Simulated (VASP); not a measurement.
A run of VASP 6.6.1:

The input INCAR:

```
SYSTEM = Pb
PREC = Accurate
ENCUT = 520
EDIFF = 1E-6
ISMEAR = -1
SIGMA = 0.05
LREAL = .FALSE.
LASPH = .TRUE.
NELM = 100
ALGO = Normal
ISIF = 2
LWAVE = .FALSE.
LCHARG = .FALSE.
GGA = PS
NBANDS = 36
```

File KPOINTS:

```
Automatic mesh
0
G
  9 9 3
  0 0 0
```

The input POSCAR:

```
Pb
1.0
    3.3154075690      0.0000000000      0.0000000000
   -1.6577037845      2.8712271786      0.0000000000
    0.0000000000      0.0000000000     10.8630433975
Pb
4
Direct
    0.6666666667      0.3333333333      0.7500000000
    0.0000000000      0.0000000000      0.5000000000
    0.3333333333      0.6666666667      0.2500000000
    0.0000000000      0.0000000000      0.0000000000
```

Potentials or basis: VASP PAW PBE potentials, release 64 (Pb_d).

Launch:

```bash
$ cat potpaw_PBE.64/Pb_d/POTCAR > POTCAR
$ mpirun -np 1 vasp_std > vasp.out
```

Hardware: 1 thread of Intel(R) Xeon(R) Platinum 8259CL CPU @ 2.50GHz (Skylake/Cascade Lake) (shared host).

Q: How long does it take, and how much memory?

A: Run time: 95 s on 1 thread of Intel(R) Xeon(R) Platinum 8259CL CPU @ 2.50GHz (Skylake/Cascade Lake) (shared host), peak memory 0.26 GiB. Counts: scf iterations 11, k points 24.
